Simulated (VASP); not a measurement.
# In (I4/mmm) in VASP: notebook, part 2 of 2

VASP 6.6.1. Earlier steps stand in the parts before.

### 3 Single point, HSE06

This run uses another cell than the first one, of 25.91 Å³/atom.

POSCAR

```
In
1.0
   -1.6462023557      1.6462023557      2.3902090410
    1.6462023557     -1.6462023557      2.3902090410
    1.6462023557      1.6462023557     -2.3902090410
In
1
Direct
    0.0000000000      0.0000000000      0.0000000000
```

INCAR.step1

```
PREC = Accurate ; ENCUT = 520
EDIFF = 1E-5 ; ISMEAR = -1
SIGMA = 0.05 ; LREAL = F
LASPH = T ; NELM = 60
ALGO = Normal ; ISIF = 2
LWAVE = T ; NBANDS = 12
GGA = PE
```

INCAR.step2

```
PREC = Accurate ; ENCUT = 520
EDIFF = 1E-6 ; ISMEAR = -1
SIGMA = 0.05 ; LREAL = F
LASPH = T ; NELM = 60
ALGO = Normal ; ISIF = 2
LWAVE = F ; LCHARG = T
GGA = PE ; LHFCALC = T
HFSCREEN = 0.2079 ; PRECFOCK = Normal
LELF = T ; LVHAR = T
NBANDS = 12 ; ISTART = 1
```

KPOINTS

```
Automatic mesh
0
Gamma
  6 6 6
```

Potentials or basis: VASP PAW PBE potentials, release 64 (In_d).

Launch:

```console
$ cat potpaw_PBE.64/In_d/POTCAR > POTCAR
$ cp INCAR.step1 INCAR
$ mpirun -np 1 vasp_std > vasp.out
$ cp INCAR.step2 INCAR
$ mpirun -np 1 vasp_std > vasp.out
```

OUTCAR:

```text
PREC = Accurate
   ENCUT = 520
   EDIFF = 1E-6
   ISMEAR = -1
   LREAL = F
   LASPH = T
   NELM = 60
   ISIF = 2
   GGA = PE
   LHFCALC = T
   HFSCREEN = 0.2079
   PRECFOCK = Normal
   ISTART = 1

 ion  position               nearest neighbor table
   1  0.000  0.000  0.000-

  LATTYP: Found a body centered tetragonal cell.
 ALAT       =     3.2924047114
 C/A-ratio  =     1.4519533596

  Lattice vectors:

 A1 = (  -1.6462023557,   1.6462023557,   2.3902090410)
 A2 = (   1.6462023557,  -1.6462023557,   2.3902090410)
 A3 = (   1.6462023557,   1.6462023557,  -2.3902090410)

Analysis of symmetry for initial positions (statically):
=====================================================================
 Subroutine PRICEL returns:
 Original cell was already a primitive cell.

 Routine SETGRP: Setting up the symmetry group for a
 body centered tetragonal supercell.

 Subroutine GETGRP returns: Found 16 space group operations
 (whereof 16 operations were pure point group operations)
 out of a pool of 16 trial point group operations.

The static configuration has the point symmetry D_4h.

Analysis of symmetry for dynamics (positions and initial velocities):
=====================================================================
 Subroutine PRICEL returns:
 Original cell was already a primitive cell.

 Routine SETGRP: Setting up the symmetry group for a
 body centered tetragonal supercell.

 Subroutine GETGRP returns: Found 16 space group operations
 (whereof 16 operations were pure point group operations)
 out of a pool of 16 trial point group operations.

The dynamic configuration has the point symmetry D_4h.

 Subroutine INISYM returns: Found 16 space group operations
 (whereof 16 operations are pure point group operations),
 and found     1 'primitive' translations

----------------------------------------------------------------------------------------

                                     Primitive cell

  volume of cell :      25.9097

  direct lattice vectors                    reciprocal lattice vectors
    -1.646202356  1.646202356  2.390209041     0.000000000  0.303729367  0.209186724
     1.646202356 -1.646202356  2.390209041     0.303729367  0.000000000  0.209186724
     1.646202356  1.646202356 -2.390209041     0.303729367  0.303729367  0.000000000

  length of vectors
     3.336624590  3.336624590  3.336624590     0.368796169  0.368796169  0.429538191

  position of ions in fractional coordinates (direct lattice)
     0.000000000  0.000000000  0.000000000

  ion indices of the primitive-cell ions
   primitive index   ion index
                 1           1

----------------------------------------------------------------------------------------

 KPOINTS: Automatic mesh

Automatic generation of k-mesh.
 Grid dimensions read from file:
 generate k-points for:    6    6    6

 Generating k-lattice:

  Cartesian coordinates                     Fractional coordinates (reciprocal lattice)
     0.000000000  0.050621561  0.034864454     0.166666667  0.000000000  0.000000000
[... 43 lines left out ...]
   total plane-waves  NPLWV =  21952
   dimension x,y,z NGX =    28 NGY =   28 NGZ =   28
   dimension x,y,z NGXF=    56 NGYF=   56 NGZF=   56
   ions per type =               1
   NGX,Y,Z   is equivalent  to a cutoff of  13.95, 13.95, 13.95 a.u.
   NGXF,Y,Z  is equivalent  to a cutoff of  27.90, 27.90, 27.90 a.u.
 SYSTEM =  unknown system
   PREC   = accura    normal or accurate (medium, high low for compatibility)
   ISTART =      1    job   : 0-new  1-cont  2-samecut
   ICHARG =      0    charge: 1-file 2-atom 10-const
   ISPIN  =      1    spin polarized calculation?
   LNONCOLLINEAR =      F non collinear calculations
   LSORBIT =      F    spin-orbit coupling
   LASPH  =      T    aspherical Exc in radial PAW
   ENCUT  =  520.0 eV  38.22 Ry    6.18 a.u.   6.20  6.20  6.20*2*pi/ulx,y,z
   NELM   =     60;   NELMIN=  2; NELMDL=  0     # of ELM steps
   EDIFF  = 0.1E-05   stopping-criterion for ELM
   LREAL  =      F    real-space projection
   EDIFFG = 0.1E-04   stopping-criterion for IOM
   NSW    =      0    number of steps for IOM
   IBRION =     -1    ionic relax: 0-MD 1-quasi-New 2-CG
   NFREE  =      0    steps in history (QN), initial steepest desc. (CG)
   ISIF   =      2    stress and relaxation
   ISYM   =      3    0-nonsym 1-usesym 2-fastsym
   POTIM  = 0.5000    time-step for ionic-motion
   TEBEG  =    0.0;   TEEND  =   0.0 temperature during run
   PSTRESS=    0.0 pullay stress
   NELECT =      13.0000    total number of electrons
   NUPDOWN=      -1.0000    fix difference up-down
   EMIN   =  10.00;   EMAX   =-10.00  energy-range for DOS
   EFERMI =   0.00;   METHOD = LEGACY
   ISMEAR =    -1;   SIGMA  =   0.05  broadening in eV -4-tet -1-fermi 0-gaus
   EFERMI_NEDOS =   21; number of points for ismear=-14 and -15
   IALGO  =     38    algorithm
   IMIX   =      1    mixing-type and parameters
     AMIX     =   0.40;   BMIX     =  1.00
     AMIX_MAG =   1.60;   BMIX_MAG =  1.00
  volume/ion in A,a.u.               =      25.91       174.85
  Fermi-wavevector in a.u.,A,eV,Ry     =   1.300874  2.458295 23.024768  1.692273
  Thomas-Fermi vector in A             =   2.432044
   LORBIT       =      0    0 simple, 1 ext, 2 COOP (PROOUT), +10 PAW based schemes
   GGA     = PE    functional components
   LHFCALC =     T    Hartree Fock is set to
   PRECFOCK=normal    Normal, Fast or Accurate (Low or Medium for compatibility)
   ENCUT4O =  -1.0   cutoff for four orbital integrals eV
   NKREDX  =     1    reduce k-point grid by
   NKREDY  =     1    reduce k-point grid by
   NKREDZ  =     1    reduce k-point grid by
   AEXX    =    0.2500 exact exchange contribution
   HFSCREEN=    0.2079 screening length (either q_TF or 0.3 A-1)
   HFSCREENC=   0.2079 screening length for correlation (either q_TF or 0.3 A-1)
   ENCUTFOCK=  -1.0 apply spherical cutoff to Coloumb kernel
   IVDW    =     0    specifies the selected vdW correction
   LEPSILON=     F    determine dielectric tensor
   LRPA    =     F    only Hartree local field effects (RPA)
 non-spin polarized calculation
  energy-cutoff  :      520.00
  volume of cell :       25.91
 maximum number of plane-waves:       717
 NGX is ok and might be reduce to    28
  NGX = 20; NGY = 20; NGZ = 20

 number of electron      13.0000005 magnetization

 Free energy of the ion-electron system (eV)
  ---------------------------------------------------
  ext. energy  EPLUGINS =         0.00000000
  ---------------------------------------------------
  free energy    TOTEN  =        -2.94818958 eV

  energy without entropy =       -2.94671145  energy(sigma->0) =       -2.94745052

 E-fermi :   7.6207     XC(G=0):  -8.5268

 val. band max:        7.2557666426   @ k =   0.3333   0.3333   0.0000
 cond. band min:       7.7184856171   @ k =   0.3333   0.3333   0.0000
 fundamental gap:      0.4627189744
 Fermi energy:         7.6207482242

 k-point     1 :       0.0000    0.0000    0.0000
  band No.  band energies     occupation
      1      -9.1538      2.00000
      2      -9.1232      2.00000
      3      -9.1232      2.00000
      4      -8.9761      2.00000
      5      -8.9275      2.00000
      6      -3.2939      2.00000
      7      19.1884      0.00000
      8      19.1884      0.00000
      9      19.2594      0.00000
     10      19.8796      0.00000
     11      22.4475      0.00000
     12      22.4785      0.00000
[... 331 lines left out ...]
 k-point    24 :      -0.1667   -0.3333    0.1667
  band No.  band energies     occupation
      1      -9.2188      2.00000
      2      -9.0962      2.00000
      3      -8.9969      2.00000
      4      -8.9550      2.00000
      5      -8.8340      2.00000
      6      -0.7721      2.00000
      7      10.7557      0.00000
      8      14.9940      0.00000
      9      15.0828      0.00000
     10      17.5166      0.00000
     11      21.0670      0.00000
     12      25.2672      0.00000

 [... further k-points ...]

------------------------ aborting loop because EDIFF is reached ----------------------------------------

  FORCE on cell =-STRESS in cart. coord.  units (eV):
  Direction    XX          YY          ZZ          XY          YZ          ZX
  --------------------------------------------------------------------------------------
  -------------------------------------------------------------------------------------
  Total       -0.0359413     -0.0359413     -0.0373079      0.0000000     -0.0000000      0.0000000
  in kB       -2.2225021     -2.2225021     -2.3070096      0.0000000     -0.0000000      0.0000000
  external PRESSURE =      -2.2506712 kB  Pullay stress =       0.0000000 kB

 VOLUME and BASIS-vectors are now :
 -----------------------------------------------------------------------------
  energy-cutoff  :      520.00
  volume of cell :       25.91
      direct lattice vectors                 reciprocal lattice vectors
    -1.646202356  1.646202356  2.390209041     0.000000000  0.303729367  0.209186724
     1.646202356 -1.646202356  2.390209041     0.303729367  0.000000000  0.209186724
     1.646202356  1.646202356 -2.390209041     0.303729367  0.303729367  0.000000000

 POSITION                                       TOTAL-FORCE (eV/Angst)
 -----------------------------------------------------------------------------------
      0.00000      0.00000      0.00000        -0.000000      0.000000      0.000000
 -----------------------------------------------------------------------------------
    total drift:                                0.000000     -0.000000     -0.000000

  FREE ENERGIE OF THE ION-ELECTRON SYSTEM (eV)
  ---------------------------------------------------
  free  energy   TOTEN  =        -2.9481895787 eV

  energy  without entropy=       -2.9467114525  energy(sigma->0) =       -2.94745052
```

OUTCAR.step1:

```text
PREC = Accurate
   ENCUT = 520
   EDIFF = 1E-5
   ISMEAR = -1
   LREAL = F
[... 577 lines left out ...]

 POSITION                                       TOTAL-FORCE (eV/Angst)
 -----------------------------------------------------------------------------------
      0.00000      0.00000      0.00000         0.000000      0.000000     -0.000000
 -----------------------------------------------------------------------------------
    total drift:                                0.000000     -0.000000      0.000000

  FREE ENERGIE OF THE ION-ELECTRON SYSTEM (eV)
  ---------------------------------------------------
  free  energy   TOTEN  =        -2.5839183195 eV

  energy  without entropy=       -2.5818261458  energy(sigma->0) =       -2.58287223
```

It took 52 min on 1 thread of AMD EPYC 7R43 (Zen 3), shared host; peak memory 0.23 GiB.

Results:

```
Free energy            : -2.9482 eV
Pressure               : -0.2 GPa
Band gap on the k mesh : zero (an odd number of electrons rules out a gap without spin polarisation)
```

Levels at points of the mesh, in eV from the Fermi level:
```
           k point  band 3  band 4  band 5  band 6  band 7  band 8  band 9  band 10
(0.00, 0.00, 0.00)  -16.74  -16.60  -16.55  -10.91   11.57   11.57   11.64    12.26
(0.50, 0.00, 0.00)  -16.73  -16.42  -16.41   -4.87   -3.95    9.00    9.58    11.57
(0.50, 0.50, 0.00)  -16.42  -16.39  -16.35   -2.51   -2.02    4.32    4.49     7.85
(0.50, 0.50, 0.50)  -16.41  -16.38  -16.38   -2.78   -2.58    4.79    4.79     8.27
```

Caveat: the k points lie up to 0.39 Å⁻¹ apart, too coarse for converged energies and pressures of a metal; the PAW data sets were made with another functional, which shifts forces and pressure a little; spin-orbit coupling is left out, which moves the levels of the heavy elements.

### 4 Single point, PBE-based screened hybrid with 25 % exact exchange

This run uses another cell than the first one, of 26.03 Å³/atom.

POSCAR

```
In
1.0
   -1.6491442958      1.6491442958      2.3931195590
    1.6491442958     -1.6491442958      2.3931195590
    1.6491442958      1.6491442958     -2.3931195590
In
1
Direct
    0.0000000000      0.0000000000      0.0000000000
```

INCAR.step1

```
SYSTEM = In
  PREC = Accurate
  ENCUT = 520
  EDIFF = 1E-5
  ISMEAR = -1
  SIGMA = 0.05
  LREAL = .FALSE.
  LASPH = .TRUE.
  NELM = 60
  ALGO = Normal
  ISIF = 2
  LWAVE = .TRUE.
  LCHARG = .FALSE.
  GGA = PE
  NBANDS = 12
```

INCAR.step2

```
SYSTEM = In
  PREC = Accurate
  ENCUT = 520
  EDIFF = 1E-6
  ISMEAR = -1
  SIGMA = 0.05
  LREAL = .FALSE.
  LASPH = .TRUE.
  NELM = 60
  ALGO = Normal
  ISIF = 2
  LWAVE = .FALSE.
  LCHARG = .FALSE.
  GGA = PE
  LHFCALC = .TRUE.
  AEXX = 0.25
  HFSCREEN = 0.3
  PRECFOCK = Normal
  ISTART = 1
  NBANDS = 12
```

KPOINTS

```
regular mesh
0
G
  6 6 6
  0 0 0
```

Launch:

```console
$ cat potpaw_PBE.64/In_d/POTCAR > POTCAR
$ cp INCAR.step1 INCAR
$ mpirun -np 1 vasp_std > vasp.out
$ cp INCAR.step2 INCAR
$ mpirun -np 1 vasp_std > vasp.out
```

It took 33 min on 1 thread of AMD EPYC 7R43 (Zen 3), shared host; peak memory 0.23 GiB.

Results (log left out):

```
Free energy            : -2.8711 eV
Pressure               : -0.2 GPa
Band gap on the k mesh : zero (an odd number of electrons rules out a gap without spin polarisation)
```

Levels at points of the mesh, in eV from the Fermi level:
```
           k point  band 4  band 5  band 6  band 7  band 8  band 9
(0.00, 0.00, 0.00)  -16.39  -16.35  -10.64   11.39   11.39   11.46
(0.50, 0.00, 0.00)  -16.22  -16.20   -4.71   -3.78    8.84    9.40
(0.50, 0.50, 0.00)  -16.19  -16.15   -2.39   -1.98    4.22    4.38
(0.50, 0.50, 0.50)  -16.18  -16.18   -2.66   -2.50    4.68    4.68
```

Caveat: the k points lie up to 0.39 Å⁻¹ apart, too coarse for converged energies and pressures of a metal; the PAW data sets were made with another functional, which shifts forces and pressure a little; spin-orbit coupling is left out, which moves the levels of the heavy elements.

### 5 Overview

| level | cell | screening parameter | gap on the mesh (eV) | pressure (GPa) |
| --- | --- | --- | --- | --- |
| PBE0 | a = 3.354 Å, angles 122.5, 122.5, 85.8°, 1 atom | - | none | -0.2 |
| HSE06 | a = 3.337 Å, angles 120.9, 120.9, 88.5°, 1 atom | 0.2079 1/Å | none | -0.2 |
| PBE-based screened hybrid with 25 % exact exchange | a = 3.342 Å, angles 120.9, 120.9, 88.5°, 1 atom | 0.3 1/Å | none | -0.2 |

Alike in all rows: task single point; potentials or basis VASP PAW PBE potentials, release 64 (In_d); no spin polarisation; k mesh 6 × 6 × 6; cutoff (eV) 520; smearing fermi-dirac 0.05 eV.

Caveats: all runs use coarse meshes; the PAW data sets were made with another functional, which shifts forces and pressure a little; spin-orbit coupling is left out, which moves the levels of the heavy elements.

Total energies depend on the potentials used, so only differences within one code and one set of settings carry meaning.
